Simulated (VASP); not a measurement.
# GaP (R-3m) in VASP: further runs

The runs below take GaP through single point, with PBEsol.

Program: VASP 6.6.1. These are calculated values, not measurements. Logs are shortened: lines on timing, memory, paths and dates and some standing lists are left out, and cuts for length are marked.

## (1) The cell of the first run

It takes space group R-3m (No. 166, trigonal). Conventional cell: a = 3.886 Å, b = 3.886 Å, c = 19.100 Å, α = 90.00°, β = 90.00°, γ = 120.00°. Ga (site symmetry 3m) has 3 P at 2.40 Å and 1 Ga at 2.47 Å within 3.2 Å. Within 2.9 Å of P (site symmetry 3m) lie 1 P at 2.19 Å and 3 Ga at 2.40 Å.

## (2) Single point, PBEsol (strain -0.0100 x Voigt [0, 0, 1, 0, 0, 0])

Contents of INCAR:

```
SYSTEM = GaP
ALGO = Normal
EDIFF = 1E-7
ENCUT = 520
GGA = PS
ISIF = 2
ISMEAR = 1
LASPH = .True.
LCHARG = .True.
LELF = .True.
LREAL = .False.
LVHAR = .True.
LWAVE = .False.
NBANDS = 26
NELM = 60
PREC = Accurate
SIGMA = 0.1
```

Contents of KPOINTS:

```
k-points
0
Gamma
  12 12 12
  0 0 0
```

Contents of POSCAR:

```
GaP
1.0
    1.9430151755      1.1218003346      6.3665019993
   -1.9430151755      1.1218003346      6.3665019993
    0.0000000000     -2.2436006692      6.3665019993
Ga P
2 2
Direct
    0.4353720000      0.4353720000      0.4353720000
    0.5646280000      0.5646280000      0.5646280000
    0.0573890000      0.0573890000      0.0573890000
    0.9426110000      0.9426110000      0.9426110000
```

Potentials or basis: VASP PAW PBE potentials, release 64 (Ga_d, P).

Started as:

```sh
> cat potpaw_PBE.64/Ga_d/POTCAR potpaw_PBE.64/P/POTCAR > POTCAR
> mpirun -np 1 vasp_std > vasp.out
```

OUTCAR:

```text
SYSTEM = GaP
   EDIFF = 1E-7
   ENCUT = 520
   GGA = PS
   ISIF = 2
   ISMEAR = 1
   LASPH = .True.
   LREAL = .False.
   NELM = 60
   PREC = Accurate

 ion  position               nearest neighbor table
   1  0.435  0.435  0.435-   3 2.40   3 2.40   3 2.40   2 2.47
   2  0.565  0.565  0.565-   4 2.40   4 2.40   4 2.40   1 2.47
   3  0.057  0.057  0.057-   4 2.19   1 2.40   1 2.40   1 2.40
   4  0.943  0.943  0.943-   3 2.19   2 2.40   2 2.40   2 2.40

  LATTYP: Found a trigonal (rhomboedric) cell.
 ALAT       =     6.7502660444
 COS(alpha) =     0.8342930967

  Lattice vectors:

 A1 = (   1.9430151755,   1.1218003346,   6.3665019993)
 A2 = (  -1.9430151755,   1.1218003346,   6.3665019993)
 A3 = (   0.0000000000,  -2.2436006692,   6.3665019993)

Analysis of symmetry for initial positions (statically):
=====================================================================
 Subroutine PRICEL returns:
 Original cell was already a primitive cell.

 Routine SETGRP: Setting up the symmetry group for a
 trigonal (rhombohedral) supercell.

 Subroutine GETGRP returns: Found 12 space group operations
 (whereof 12 operations were pure point group operations)
 out of a pool of 12 trial point group operations.

The static configuration has the point symmetry D_3d.

Analysis of symmetry for dynamics (positions and initial velocities):
=====================================================================
 Subroutine PRICEL returns:
 Original cell was already a primitive cell.

 Routine SETGRP: Setting up the symmetry group for a
 trigonal (rhombohedral) supercell.

 Subroutine GETGRP returns: Found 12 space group operations
 (whereof 12 operations were pure point group operations)
 out of a pool of 12 trial point group operations.

The dynamic configuration has the point symmetry D_3d.

 Subroutine INISYM returns: Found 12 space group operations
 (whereof 12 operations are pure point group operations),
 and found     1 'primitive' translations

----------------------------------------------------------------------------------------

                                     Primitive cell

  volume of cell :      83.2614

[... 87 lines left out ...]
   LNONCOLLINEAR =      F non collinear calculations
   LSORBIT =      F    spin-orbit coupling
   LASPH  =      T    aspherical Exc in radial PAW
   ENCUT  =  520.0 eV  38.22 Ry    6.18 a.u.  12.55 12.55 12.55*2*pi/ulx,y,z
   NELM   =     60;   NELMIN=  2; NELMDL= -5     # of ELM steps
   EDIFF  = 0.1E-06   stopping-criterion for ELM
   LREAL  =      F    real-space projection
   EDIFFG = 0.1E-05   stopping-criterion for IOM
   NSW    =      0    number of steps for IOM
   IBRION =     -1    ionic relax: 0-MD 1-quasi-New 2-CG
   NFREE  =      0    steps in history (QN), initial steepest desc. (CG)
   ISIF   =      2    stress and relaxation
   ISYM   =      2    0-nonsym 1-usesym 2-fastsym
   POTIM  = 0.5000    time-step for ionic-motion
   TEBEG  =    0.0;   TEEND  =   0.0 temperature during run
   PSTRESS=    0.0 pullay stress
   NELECT =      36.0000    total number of electrons
   NUPDOWN=      -1.0000    fix difference up-down
   EMIN   =  10.00;   EMAX   =-10.00  energy-range for DOS
   EFERMI =   0.00;   METHOD = LEGACY
   ISMEAR =     1;   SIGMA  =   0.10  broadening in eV -4-tet -1-fermi 0-gaus
   EFERMI_NEDOS =   21; number of points for ismear=-14 and -15
   IALGO  =     38    algorithm
   IMIX   =      4    mixing-type and parameters
     AMIX     =   0.40;   BMIX     =  1.00
     AMIX_MAG =   1.60;   BMIX_MAG =  1.00
  volume/ion in A,a.u.               =      20.82       140.47
  Fermi-wavevector in a.u.,A,eV,Ry     =   1.237925  2.339339 20.850364  1.532459
  Thomas-Fermi vector in A             =   2.372472
   LORBIT       =      0    0 simple, 1 ext, 2 COOP (PROOUT), +10 PAW based schemes
   GGA     = PS    functional components
   LHFCALC =     F    Hartree Fock is set to
   AEXX    =    0.0000 exact exchange contribution
   IVDW    =     0    specifies the selected vdW correction
   LEPSILON=     F    determine dielectric tensor
   LRPA    =     F    only Hartree local field effects (RPA)
 non-spin polarized calculation
 Methfessel and Paxton  Order N= 1 SIGMA  =   0.10
  energy-cutoff  :      520.00
  volume of cell :       83.26
 maximum number of plane-waves:      2262
   NGX = 25   NGY = 25   NGZ = 25

 number of electron      35.9999991 magnetization

 Free energy of the ion-electron system (eV)
  ---------------------------------------------------
  ext. energy  EPLUGINS =         0.00000000
  ---------------------------------------------------
  free energy    TOTEN  =       -19.31064042 eV

  energy without entropy =      -19.31077439  energy(sigma->0) =      -19.31068508

 E-fermi :   4.6634     XC(G=0):  -9.8973

 val. band max:        4.6242733496   @ k =   0.0000   0.0000   0.0000
 cond. band min:       5.4160172040   @ k =   0.5000   0.5000   0.0000
 fundamental gap:      0.7917438544
 Fermi energy:         4.6633650525

 k-point     1 :       0.0000    0.0000    0.0000
  band No.  band energies     occupation
      1     -10.1421      2.00000
      2     -10.0041      2.00000
      3     -10.0041      2.00000
      4      -9.9873      2.00000
      5      -9.9873      2.00000
      6      -9.9351      2.00000
[... 685 lines left out ...]
     25      11.7575      0.00000
     26      12.2839      0.00000

 [... further k-points ...]

------------------------ aborting loop because EDIFF is reached ----------------------------------------

  FORCE on cell =-STRESS in cart. coord.  units (eV):
  Direction    XX          YY          ZZ          XY          YZ          ZX
  --------------------------------------------------------------------------------------
  -------------------------------------------------------------------------------------
  Total       -1.4929154     -1.4929154     -0.2315487      0.0000000     -0.0000000      0.0000000
  in kB      -28.7277692    -28.7277692     -4.4556298      0.0000000     -0.0000000      0.0000000
  external PRESSURE =     -20.6370561 kB  Pullay stress =       0.0000000 kB

 VOLUME and BASIS-vectors are now :
 -----------------------------------------------------------------------------
  energy-cutoff  :      520.00
  volume of cell :       83.26
      direct lattice vectors                 reciprocal lattice vectors
     1.943015176  1.121800335  6.366501999     0.257332010  0.148570705  0.052357375
    -1.943015176  1.121800335  6.366501999    -0.257332010  0.148570705  0.052357375
     0.000000000 -2.243600669  6.366501999     0.000000000 -0.297141410  0.052357375

 POSITION                                       TOTAL-FORCE (eV/Angst)
 -----------------------------------------------------------------------------------
      0.00000      0.00000      8.31539         0.000000      0.000000      0.004835
      0.00000      0.00000     10.78412         0.000000      0.000000     -0.004835
      0.00000      0.00000      1.09610         0.000000     -0.000000      0.244996
      0.00000      0.00000     18.00340         0.000000      0.000000     -0.244996
 -----------------------------------------------------------------------------------
    total drift:                                0.000000     -0.000000      0.000000

  FREE ENERGIE OF THE ION-ELECTRON SYSTEM (eV)
  ---------------------------------------------------
  free  energy   TOTEN  =       -19.3106404223 eV

  energy  without entropy=      -19.3107743887  energy(sigma->0) =      -19.31068508
```

OSZICAR:

```text
N       E                     dE             d eps       ncg     rms          rms(c)
DAV:   1     0.229886674139E+03    0.22989E+03   -0.17024E+04  9964   0.200E+03
DAV:   2     0.748326658101E+01   -0.22240E+03   -0.21427E+03 10620   0.428E+02
DAV:   3    -0.188102097431E+02   -0.26293E+02   -0.25896E+02 12418   0.120E+02
DAV:   4    -0.196534700294E+02   -0.84326E+00   -0.84052E+00 11508   0.219E+01
DAV:   5    -0.196774606270E+02   -0.23991E-01   -0.23963E-01 13384   0.341E+00    0.629E+00
DAV:   6    -0.193864237782E+02    0.29104E+00   -0.37332E-01 13962   0.995E+00    0.371E+00
DAV:   7    -0.193113852914E+02    0.75038E-01   -0.24369E-01 11726   0.316E+00    0.831E-01
DAV:   8    -0.193103882634E+02    0.99703E-03   -0.30972E-02 11626   0.195E+00    0.239E-01
DAV:   9    -0.193105328575E+02   -0.14459E-03   -0.31242E-03 12412   0.533E-01    0.888E-02
DAV:  10    -0.193105820891E+02   -0.49232E-04   -0.44470E-04 12282   0.162E-01    0.311E-02
DAV:  11    -0.193106352696E+02   -0.53180E-04   -0.56865E-05 10810   0.604E-02    0.165E-02
DAV:  12    -0.193106401372E+02   -0.48676E-05   -0.82660E-06 12820   0.241E-02    0.706E-03
DAV:  13    -0.193106403551E+02   -0.21792E-06   -0.10347E-06 11812   0.879E-03    0.129E-03
DAV:  14    -0.193106404223E+02   -0.67156E-07   -0.21460E-07  9322   0.291E-03
   1 F= -.19310640E+02 E0= -.19310685E+02  d E =0.133966E-03
```

It took 17 min on 1 thread of Intel Xeon Platinum 8488C (Sapphire Rapids), shared host; peak memory 0.58 GiB.

What came out:

| Quantity | Value |
| --- | --- |
| Free energy | -19.3106 eV |
| Pressure | -2.1 GPa |
| Largest force | 0.245 eV/Å |
| Band gap on the k mesh | 0.79 eV, indirect (least direct gap 0.96 eV) |

Forces in eV/Å, atoms in the order of the input:
```
Ga   0.000  0.000  0.005
Ga   0.000  0.000 -0.005
P    0.000  0.000  0.245
P    0.000  0.000 -0.245
```

Levels at points of the mesh, in eV from the valence-band top:
| k point | band 14 | band 15 | band 16 | band 17 | band 18 | band 19 | band 20 | band 21 | band 22 | band 23 |
| --- | --- | --- | --- | --- | --- | --- | --- | --- | --- | --- |
| (0.00, 0.00, 0.00) | -1.87 | -1.87 | -0.24 | 0.00 | 0.00 | 0.96 | 1.59 | 2.76 | 3.58 | 3.58 |
| (0.50, 0.00, 0.00) | -5.57 | -4.54 | -2.91 | -2.75 | -1.78 | 1.49 | 2.62 | 3.73 | 4.46 | 6.21 |
| (0.50, 0.50, 0.00) | -6.83 | -3.82 | -3.19 | -1.21 | -0.49 | 0.79 | 1.32 | 1.50 | 4.03 | 4.03 |
| (0.50, 0.50, 0.50) | -3.71 | -1.78 | -1.78 | -0.27 | -0.27 | 0.98 | 2.28 | 3.77 | 3.77 | 4.99 |

Caveat: the cell differs from its parent crystal (strain -0.0100 x Voigt [0, 0, 1, 0, 0, 0]); the PAW data sets were made with another functional, which shifts forces and pressure a little. A k mesh can miss the band edges.

## (3) Single point, PBEsol (strain -0.0050 x Voigt [0, 0, 1, 0, 0, 0])

Contents of INCAR:

```
SYSTEM = GaP
PREC = Accurate ; ENCUT = 520
EDIFF = 1E-7 ; ISMEAR = 1
SIGMA = 0.1 ; LREAL = .False.
LASPH = .True. ; NELM = 100
ALGO = Normal ; ISIF = 2
LWAVE = .False. ; LCHARG = .True.
GGA = PS ; LELF = .True.
LVHAR = .True. ; NBANDS = 26
```

Contents of KPOINTS:

```
regular mesh
0
Gamma
  12 12 12
  0 0 0
```

Contents of POSCAR:

```
GaP
1.0
    1.9430151755      1.1218003346      6.3986560498
   -1.9430151755      1.1218003346      6.3986560498
    0.0000000000     -2.2436006692      6.3986560498
Ga P
2 2
Direct
    0.4353720000      0.4353720000      0.4353720000
    0.5646280000      0.5646280000      0.5646280000
    0.0573890000      0.0573890000      0.0573890000
    0.9426110000      0.9426110000      0.9426110000
```

Potentials or basis: VASP PAW PBE potentials, release 64 (Ga_d, P).

Started as:

```sh
> cat potpaw_PBE.64/Ga_d/POTCAR potpaw_PBE.64/P/POTCAR > POTCAR
> mpirun -np 1 vasp_std > vasp.out
```

It took 15 min on 1 thread of Intel Xeon Platinum 8488C (Sapphire Rapids), shared host; peak memory 0.57 GiB.

It converged, with:

```yaml
Free_energy: -19.3081 eV
Pressure: -2.5 GPa
Largest_force: 0.162 eV/Å
Band_gap_on_the_k_mesh: 0.77 eV, indirect (least direct gap 0.99 eV)
```

Forces in eV/Å, atoms in the order of the input:
```
Ga   0.000  0.000  0.028
Ga   0.000  0.000 -0.028
P    0.000  0.000  0.162
P    0.000  0.000 -0.162
```

Stress tensor (GPa, compression positive):
```
-2.92  0.00  0.00
 0.00 -2.92  0.00
 0.00  0.00 -1.55
```

Levels at points of the mesh, in eV from the valence-band top:
```tsv
k point	band 14	band 15	band 16	band 17	band 18	band 19	band 20	band 21	band 22	band 23
(0.00, 0.00, 0.00)	-1.84	-1.84	-0.25	0.00	0.00	0.99	1.52	2.73	3.60	3.60
(0.50, 0.00, 0.00)	-5.58	-4.51	-2.88	-2.73	-1.76	1.51	2.62	3.65	4.42	6.20
(0.50, 0.50, 0.00)	-6.80	-3.81	-3.15	-1.21	-0.50	0.77	1.35	1.47	3.99	4.05
(0.50, 0.50, 0.50)	-3.73	-1.75	-1.75	-0.26	-0.26	1.01	2.29	3.78	3.78	4.98
```

Caveat: the cell differs from its parent crystal (strain -0.0050 x Voigt [0, 0, 1, 0, 0, 0]); the PAW data sets were made with another functional, which shifts forces and pressure a little.

## (4) Single point, PBEsol (strain +0.0200 x Voigt [0, 0, 1, 0, 0, 0])

Contents of INCAR:

```
  PREC = Accurate
  ENCUT = 520
  EDIFF = 1E-6
  ISMEAR = 1
  SIGMA = 0.1
  LREAL = F
  LASPH = T
  NELM = 80
  ALGO = Normal
  ISIF = 2
  LWAVE = F
  LCHARG = F
  GGA = PS
  NBANDS = 26
```

Contents of KPOINTS:

```
regular mesh
0
Gamma
  12 12 12
```

Contents of POSCAR:

```
GaP
1.0
    1.9430151755      1.1218003346      6.5594263023
   -1.9430151755      1.1218003346      6.5594263023
    0.0000000000     -2.2436006692      6.5594263023
Ga P
2 2
Direct
    0.4353720000      0.4353720000      0.4353720000
    0.5646280000      0.5646280000      0.5646280000
    0.0573890000      0.0573890000      0.0573890000
    0.9426110000      0.9426110000      0.9426110000
```

Started as:

```sh
> cat potpaw_PBE.64/Ga_d/POTCAR potpaw_PBE.64/P/POTCAR > POTCAR
> mpirun -np 1 vasp_std > vasp.out
```

Run time: 9.4 min. Hardware: 1 thread of Intel Xeon 6975P-C (Granite Rapids), shared host; peak memory 0.62 GiB.

Results (log left out):

| Quantity | Value |
| --- | --- |
| Free energy | -19.2553 eV |
| Pressure | -4.2 GPa |
| Largest force | 0.168 eV/Å |
| Band gap on the k mesh | 0.64 eV, indirect (least direct gap 1.10 eV) |

Forces in eV/Å, atoms in the order of the input:
```
Ga   0.000  0.000  0.103
Ga   0.000  0.000 -0.103
P    0.000  0.000 -0.168
P    0.000  0.000  0.168
```

Stress tensor (GPa, compression positive):
```
-3.15  0.00  0.00
 0.00 -3.15  0.00
 0.00  0.00 -6.35
```

Levels at points of the mesh, in eV from the valence-band top:
| k point | band 16 | band 17 | band 18 | band 19 | band 20 | band 21 |
| --- | --- | --- | --- | --- | --- | --- |
| (0.00, 0.00, 0.00) | -0.31 | 0.00 | 0.00 | 1.13 | 1.15 | 2.64 |
| (0.50, 0.00, 0.00) | -2.72 | -2.62 | -1.71 | 1.59 | 2.64 | 3.29 |
| (0.50, 0.50, 0.00) | -2.97 | -1.23 | -0.55 | 0.64 | 1.35 | 1.49 |
| (0.50, 0.50, 0.50) | -1.58 | -0.22 | -0.22 | 1.13 | 2.33 | 3.87 |

Caveat: the cell differs from its parent crystal (strain +0.0200 x Voigt [0, 0, 1, 0, 0, 0]); the PAW data sets were made with another functional, which shifts forces and pressure a little.

(Continued in part 2 of 2.)
